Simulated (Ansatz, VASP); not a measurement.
**HfBBr2: VASP beside Ansatz**

```xyz
4
Lattice="4.9586 0.0000 0.0000 -2.4793 4.2943 0.0000 0.0000 0.0000 4.4075" Properties=species:S:1:pos:R:3 pbc="T T T"
Hf    0.0000    0.0000    2.2037
B     0.0000    0.0000    0.0000
Br    0.0000    2.8629    2.9261
Br    2.4793    1.4314    1.4814
```

Alike in both runs: functional PBE; k mesh 6 × 6 × 2; occupations gaussian, width 0.1 eV; no spin polarisation.

Ansatz relaxed the structure, and its values are those at the end. VASP's run is a single point on that final structure, the one shown.

|  | VASP | Ansatz |
| --- | --- | --- |
| version | VASP 6.6.1 | Ansatz 0.2.0 |
| potentials or method | VASP PAW PBE potentials, release 64 (Hf_pv, B, Br), cutoff 520 eV | scalar-relativistic, plane waves, PAW |
| valence electrons in the cell | 27 | 43 |

VASP gave:

```
gap on the k mesh at the Fermi level (eV) : none
pressure (GPa)                            : 0.0
```

Task: Which values does Ansatz return?

Result: gap on the k mesh at the Fermi level (eV): none; pressure (GPa): 0.1.

A gap of «none» marks a metal or a gap that the smearing closes. VASP's potentials hold 27 valence electrons a cell and Ansatz's 43, so a difference there can come from the potentials and not from the codes.

The k mesh is coarse, so the values compare programs but aren't converged. Neither program's run includes spin-orbit coupling.
